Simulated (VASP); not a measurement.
Write the native input for VASP 6.6.1 that does the following.

| Quantity | Value |
| --- | --- |
| Task | single point |
| Functional | PBE |
| Potentials or basis | VASP PAW PBE potentials, release 64 (Cl) |
| Cutoff | 520 eV |
| k mesh | 6 × 6 × 3 |
| Occupations | fermi-dirac, width 0.01 eV |
| Spin | no spin polarisation |
| Dipole correction | no |
| Further INCAR settings | ALGO = Normal; EDIFF = 1e-06; NBANDS = 14 |

The structure of Cl lies in POSCAR:

```
Cl
1.0
    3.0028949384      0.0000000000      0.0000000000
   -1.5014474692      2.6005833016      0.0000000000
    0.0000000000      0.0000000000      3.8347488000
Cl
2
Direct
    0.3333333333      0.6666666667      0.2500000000
    0.6666666667      0.3333333333      0.7500000000
```

One way to write it, as run:

INCAR

```
SYSTEM = Cl
PREC = Accurate
ENCUT = 520
EDIFF = 1E-6
ISMEAR = -1
SIGMA = 0.01
LREAL = .False.
LASPH = .True.
NELM = 80
ALGO = Normal
ISIF = 2
LWAVE = .False.
LCHARG = .False.
GGA = PE
NBANDS = 14
```

KPOINTS

```
Automatic mesh
0
Gamma
  6 6 3
  0 0 0
```

Potentials or basis: VASP PAW PBE potentials, release 64 (Cl).

The run is started by

```bash
$ cat potpaw_PBE.64/Cl/POTCAR > POTCAR
$ mpirun -np 1 vasp_std > vasp.out
```

Results of the run:

```yaml
Pressure: 29.7 GPa
Band_gap_on_the_k_mesh: zero (band 7 reaches 7.43 eV, above the bottom of band 8 at 5.64 eV)
```

Caveat: the k points lie up to 0.55 Å⁻¹ apart.

It took 5.7 s on 1 thread of AMD EPYC 7R13 Processor (Zen 3) (shared host), peak memory 0.1 GiB.
